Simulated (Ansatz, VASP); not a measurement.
# BiTe in VASP and in Ansatz

```xyz
2
Lattice="0.0000 3.2350 3.3321 3.2350 0.0000 3.3321 3.2350 3.2350 0.0000" Properties=species:S:1:pos:R:3 pbc="T T T"
Bi    0.0000    0.0000    0.0000
Te    3.2350    3.2350    3.3321
```

Change from the starting cell: strain +0.000 along x and y, +0.030 along z, atoms carried along.

Alike in both runs: task single point; functional PBE; k mesh 14 × 14 × 14; occupations gaussian, width 0.15 eV; no spin polarisation.

|  | VASP | Ansatz |
| --- | --- | --- |
| version | VASP 6.6.1 | Ansatz 0.2.0 |
| potentials or method | VASP PAW PBE potentials, release 64 (Bi_d, Te), cutoff 520 eV | scalar-relativistic, plane waves, PAW |
| valence electrons in the cell | 21 | 31 |

```csv
,VASP,Ansatz,Ansatz less VASP
gap on the k mesh at the Fermi level (eV),none,none,-
pressure (GPa),-0.6,-0.6,+0.06
"traceless stress, the component that is largest in VASP (GPa)",-1.39,-1.39,-0.004
```

A gap of «none» marks a metal or a gap that the smearing closes. VASP's potentials hold 21 valence electrons a cell and Ansatz's 31, so a difference there can come from the potentials and not from the codes.

Neither program's run includes spin-orbit coupling.
